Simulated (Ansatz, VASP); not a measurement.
## Nb in VASP and in Ansatz

The input INCAR:

```
SYSTEM = Nb
PREC = Accurate ; ENCUT = 500
EDIFF = 1E-6 ; ISMEAR = -1
SIGMA = 0.1 ; LREAL = .False.
LASPH = .True. ; NELM = 120
ALGO = Normal ; ISIF = 2
LWAVE = .False. ; LCHARG = .True.
GGA = PE ; LELF = .True.
LVHAR = .True. ; NBANDS = 26
GGA_COMPAT = .False.
```

KPOINTS

```
Automatic mesh
0
Gamma
  9 9 13
  0 0 0
```

File POSCAR:

```
Nb
1.0
    5.0097266507      0.0000000000      0.0000000000
   -2.5048633254      4.3385505456      0.0000000000
    0.0000000000      0.0000000000      2.7577588478
Nb
3
Direct
    0.0000000000      0.0000000000      0.0000000000
    0.3333333333      0.6666666667      0.5000000000
    0.6666666667      0.3333333333      0.5000000000
```

Input for Ansatz:

```yaml
crystal:
  lattice:
    - [5.0097266507, 0.0, 0.0]
    - [-2.5048633254, 4.3385505456, 0.0]
    - [0.0, 0.0, 2.7577588478]
  atoms:
    - { symbol: Nb, position: [0.0, 0.0, 0.0] }
    - { symbol: Nb, position: [0.3333333333, 0.6666666667, 0.5] }
    - { symbol: Nb, position: [0.6666666667, 0.3333333333, 0.5] }
hamiltonian:
  xc: pbe
  pseudopotentials:
    kind: paw
    azcp:
      Nb: "pseudopotentials/Nb.paw.azcp"
basis:
  ecutwfc: 420
  fft_grid_basis: typed
kpoints:
  mp_grid: { grid: [9, 9, 13], shift: [0, 0, 0] }
magnetization:
  spin_polarized: false
scf:
  occupations: { method: fermi_dirac, width: 0.1 }
  lower_state_search: "off"
output:
  stress: true
```

Alike in both runs: task single point; functional PBE; k mesh 9 × 9 × 13; occupations fermi-dirac, width 0.1 eV; no spin polarisation.

|  | VASP | Ansatz |
| --- | --- | --- |
| version | VASP 6.6.1 | Ansatz 0.2.0 |
| potentials or method | VASP PAW PBE potentials, release 64 (Nb_sv), cutoff 500 eV | plane waves (420 eV) with PAW, scalar-relativistic |
| valence electrons in the cell | 39 | 39 |

Ansatz gave:

| Property | Result |
| --- | --- |
| pressure (GPa) | -10.8 |
| traceless stress, the component that is largest in VASP (GPa) | -1.47 |

Task: Estimate VASP's values.

Result: Pressure (GPa): -11.1; traceless stress, the component that is largest in VASP (GPa): -1.44.

With one functional, cell and mesh, what is left measures potentials, basis and numerics.
